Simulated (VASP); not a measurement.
Set up this calculation in VASP 6.6.1, as the native input.

```
Task                   : single point
Functional             : PBE
Potentials or basis    : VASP PAW PBE potentials, release 64 (La)
Cutoff                 : 500 eV
k mesh                 : 7 × 7 × 4
Occupations            : gaussian, width 0.05 eV
Spin                   : no spin polarisation
Dipole correction      : no
Further INCAR settings : ALGO = Normal; EDIFF = 1e-06; NBANDS = 18
```

The structure of La lies in POSCAR:

```
La
1.0
    3.7159922384      0.0000000000      0.0000000000
   -1.8579961192      3.2181436788      0.0000000000
    0.0000000000      0.0000000000      6.2960160059
La
2
Direct
    0.3333333333      0.6666666667      0.2500000000
    0.6666666667      0.3333333333      0.7500000000
```

These files were run (other wordings do the same):

INCAR

```
SYSTEM = La
  ALGO = Normal
  EDIFF = 1E-6
  ENCUT = 500
  GGA = PE
  GGA_COMPAT = .FALSE.
  ISIF = 2
  ISMEAR = 0
  LASPH = .TRUE.
  LCHARG = .TRUE.
  LELF = .TRUE.
  LMAXMIX = 6
  LREAL = .FALSE.
  LVHAR = .TRUE.
  LWAVE = .FALSE.
  NBANDS = 18
  NELM = 200
  PREC = Accurate
  SIGMA = 0.05
```

KPOINTS

```
k-points
0
G
  7 7 4
  0 0 0
```

Potentials or basis: VASP PAW PBE potentials, release 64 (La).

The run is started by

```console
$ cat potpaw_PBE.64/La/POTCAR > POTCAR
$ mpirun -np 1 vasp_std > vasp.out
```

It gave:

| Quantity | Value |
| --- | --- |
| Pressure | 0.0 GPa |
| Band gap on the k mesh | zero (band 11 reaches 8.67 eV, above the bottom of band 12 at 7.32 eV) |

Caveat: spin-orbit coupling is left out, which moves the levels of the heavy elements.

Wall time 72 s on 1 thread of Intel Xeon 8259CL, with other jobs on the host, peak memory 0.2 GiB.
